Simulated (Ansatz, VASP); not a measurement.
**One calculation of Sn, two programs**

```
Sn
1.0
     0.00000    3.24560    3.18069
     3.24560    0.00000    3.18069
     3.24560    3.24560    0.00000
Sn
2
Direct
  0.50000 0.50000 0.50000
  0.75000 0.75000 0.75000
```

Change from the starting cell: zz strain of -2 %.

Alike in both runs: task single point; functional PBEsol; k mesh 11 × 11 × 11; occupations fermi-dirac, width 0.05 eV; no spin polarisation.

|  | VASP | Ansatz |
| --- | --- | --- |
| version | VASP 6.6.1 | Ansatz 0.2.0 |
| potentials or method | VASP PAW PBE potentials, release 64 (Sn_d), cutoff 520 eV | all-electron LAPW, scalar-relativistic |

|  | VASP | Ansatz | Ansatz less VASP |
| --- | --- | --- | --- |
| pressure (GPa) | 1.9 | 2.0 | +0.07 |
| traceless stress, the component that is largest in VASP (GPa) | 0.39 | 0.39 | -0.002 |

VASP's potentials were made for PBE, not for PBEsol. Ansatz ran all-electron here, and VASP with PAW potentials.
